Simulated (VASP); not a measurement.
The system is Ge.

```
Ge
1.0
     1.48805   -2.59469    0.00000
     1.48805    2.59469    0.00000
     0.00000    0.00000    4.72760
Ge
2
Direct
  0.66655 0.33345 0.25000
  0.33345 0.66655 0.75000
```

```yaml
Program: VASP 6.6.1
Task: relaxation of cell and atoms
Functional: PBE
Dispersion: D3(BJ)
Potentials_or_basis: VASP PAW PBE potentials, release 64 (Ge_d)
Cutoff: 600 eV
k_mesh: 16 × 16 × 10
Occupations: gaussian, width 0.1 eV
Spin: no spin polarisation
```

At the start: pressure 1.1 GPa; volume 18.25 Å³/atom.

Question: How do energy, volume and symmetry change on relaxing?

Answer: Over 21 steps the energy falls by 7.9 meV/atom and the volume is 18.51 Å³/atom (+1.4 %); space group P6_3/mmc (No. 194, to 0.05 Å).

The path:
```tsv
step	energy change (eV)	largest force (eV/Å)	pressure (GPa)	volume (Å³)
1	0.0000	0.0081	1.13	36.51
2	-0.0024	0.0073	-0.08	37.19
3	-0.0023	0.0075	-0.43	37.24
4	-0.0024	0.0082	-0.23	37.20
5	-0.0032	0.0083	-0.31	37.20
6	-0.0050	0.0085	-0.32	37.20
7	-0.0102	0.0084	-0.31	37.19
8	-0.0117	0.0052	-0.17	37.12
9	-0.0140	0.0096	-0.38	37.17
10	-0.0150	0.0076	-0.27	37.15
11	-0.0151	0.0086	-0.19	37.16
12	-0.0151	0.0080	-0.23	37.16
13	-0.0148	0.0042	0.58	36.70
14	-0.0154	0.0070	0.18	36.97
15	-0.0158	0.0022	0.23	37.00
16	-0.0158	0.0030	0.11	37.00
17	-0.0158	0.0021	0.04	37.00
18	-0.0158	0.0028	-0.28	37.06
19	-0.0158	0.0034	0.14	37.02
20	-0.0158	0.0026	-0.06	37.03
21	-0.0158	0.0029	0.01	37.03
```

Final structure:
```cif
data_structure
_symmetry_space_group_name_H-M 'P 1'
_symmetry_Int_Tables_number 1
_cell_length_a 2.9241
_cell_length_b 2.9241
_cell_length_c 5.0041
_cell_angle_alpha 90.000
_cell_angle_beta 90.000
_cell_angle_gamma 120.070
_cell_volume 37.03
loop_
_atom_site_label
_atom_site_type_symbol
_atom_site_fract_x
_atom_site_fract_y
_atom_site_fract_z
_atom_site_occupancy
Ge1 Ge 0.66488 0.33512 0.25000 1
Ge2 Ge 0.33512 0.66488 0.75000 1
```

Caveat: pairwise dispersion overbinds metals, which lowers pressure and volume.
